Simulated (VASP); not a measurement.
P:

```
CELL_PARAMETERS angstrom
4.95671 0.00000 0.00000
0.00000 4.95671 0.00000
0.00000 0.00000 4.95671
ATOMIC_POSITIONS crystal
P 0.00000 0.00000 0.00000
P 0.50000 0.50000 0.50000
P 0.25000 0.00000 0.50000
P 0.75000 0.00000 0.50000
P 0.50000 0.25000 0.00000
P 0.50000 0.75000 0.00000
P 0.00000 0.50000 0.25000
P 0.00000 0.50000 0.75000
```

* Program: VASP 6.6.1
* Task: relaxation of cell and atoms
* Functional: BLYP
* Potentials or basis: VASP PAW PBE potentials, release 64 (P)
* Cutoff: 600 eV
* k mesh: 5 × 5 × 5
* Occupations: fermi-dirac, width 0.1 eV
* Spin: no spin polarisation

At the start: pressure 8.8 GPa; volume 15.22 Å³/atom.

Problem. Where does the relaxation end?

Solution. Over 3 steps the energy falls by 46.7 meV/atom and the volume is 17.05 Å³/atom (+12.0 %); space group Pm-3n (No. 223, to 0.1 Å) before and after.

Step by step:
| step | energy change (eV) | largest force (eV/Å) | pressure (GPa) | volume (Å³) |
| --- | --- | --- | --- | --- |
| 1 | 0.0000 | 0.0000 | 8.85 | 121.78 |
| 2 | -0.3726 | 0.0000 | -0.36 | 137.21 |
| 3 | -0.3734 | 0.0000 | 0.02 | 136.41 |

Final structure:
```cif
data_structure
_symmetry_space_group_name_H-M 'P 1'
_symmetry_Int_Tables_number 1
_cell_length_a 5.1478
_cell_length_b 5.1478
_cell_length_c 5.1478
_cell_angle_alpha 90.000
_cell_angle_beta 90.000
_cell_angle_gamma 90.000
_cell_volume 136.41
loop_
_atom_site_label
_atom_site_type_symbol
_atom_site_fract_x
_atom_site_fract_y
_atom_site_fract_z
_atom_site_occupancy
P1 P 0.00000 0.00000 0.00000 1
P2 P 0.50000 0.50000 0.50000 1
P3 P 0.25000 0.00000 0.50000 1
P4 P 0.75000 0.00000 0.50000 1
P5 P 0.50000 0.25000 0.00000 1
P6 P 0.50000 0.75000 0.00000 1
P7 P 0.00000 0.50000 0.25000 1
P8 P 0.00000 0.50000 0.75000 1
```

Caveat: the PAW data sets were made with another functional, which shifts forces and pressure a little.
